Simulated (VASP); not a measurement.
CoSn2:

```
Co Sn
1.0
    -3.18250    3.18250    2.72850
     3.18250   -3.18250    2.72850
     3.18250    3.18250   -2.72850
Co Sn
2 4
Cartesian
  0.0000 0.0000 1.3642
  0.0000 0.0000 4.0927
  1.0057 4.1882 0.0000
  2.1768 1.0057 0.0000
  2.1768 -1.0057 2.7285
  1.0057 2.1768 2.7285
```

Base run:

```yaml
Program: VASP 6.6.1
Functional: PBEsol
Potentials_or_basis: VASP PAW PBE potentials, release 64 (Co, Sn_d)
Cutoff: 520 eV
k_mesh: 8 × 8 × 8
Occupations: methfessel-paxton, width 0.02 eV
Spin: no spin polarisation
```

Its results: band gap on the k mesh zero (bands 37 and 38 overlap by 1.41 eV); pressure -4.2 GPa; largest force 0.888 eV/Å.

Question: The run is repeated on the same cell with these changes: occupations from methfessel-paxton, width 0.02 eV to fermi-dirac, width 0.2 eV. What comes out?

Answer: Band gap on the k mesh zero (bands 37 and 38 overlap by 1.42 eV); pressure -3.5 GPa; largest force 0.858 eV/Å.

Caveats: the cell stands under tension; the PAW data sets were made with another functional, which shifts forces and pressure a little; spin-orbit coupling is left out, which moves the levels of the heavy elements; the run has no spin polarisation, though such a crystal can be magnetic.
